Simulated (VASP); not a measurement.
Here is a VASP 6.6.1 calculation.

File POSCAR:

```
MgRh
1.0
    3.0466610367      0.0000000000      0.0000000000
    0.0000000000      3.0466610367      0.0000000000
    0.0000000000      0.0000000000      3.0466610367
Mg Rh
1 1
Direct
    0.0000000000      0.0000000000      0.0000000000
    0.5000000000      0.5000000000      0.5000000000
```

Contents of INCAR.step1:

```
PREC = Accurate
ENCUT = 520
ISMEAR = 1
SIGMA = 0.15
LREAL = F
LASPH = T
NELM = 80
NBANDS = 16
GGA = PE
ALGO = Normal
EDIFF = 1E-4
LWAVE = T
LCHARG = F
```

INCAR.step2

```
PREC = Accurate
ENCUT = 520
EDIFF = 1E-7
ISMEAR = 1
SIGMA = 0.15
LREAL = F
LASPH = T
NELM = 80
ALGO = Normal
ISIF = 2
LWAVE = F
LCHARG = F
METAGGA = R2SCAN
LMIXTAU = T
NBANDS = 16
ISTART = 1
```

Contents of KPOINTS:

```
Automatic mesh
0
Gamma
  7 7 7
```

Potentials or basis: VASP PAW PBE potentials, release 64 (Mg, Rh_pv).

The run is started by

```bash
$ cat potpaw_PBE.64/Mg/POTCAR potpaw_PBE.64/Rh_pv/POTCAR > POTCAR
$ cp INCAR.step1 INCAR
$ mpirun -np 1 vasp_std > vasp.out
$ cp INCAR.step2 INCAR
$ mpirun -np 1 vasp_std > vasp.out
```

(1) Estimate the pressure.

Results:

(1) 6.0 GPa.

Caveat: the PAW data sets were made with another functional, which shifts forces and pressure a little.
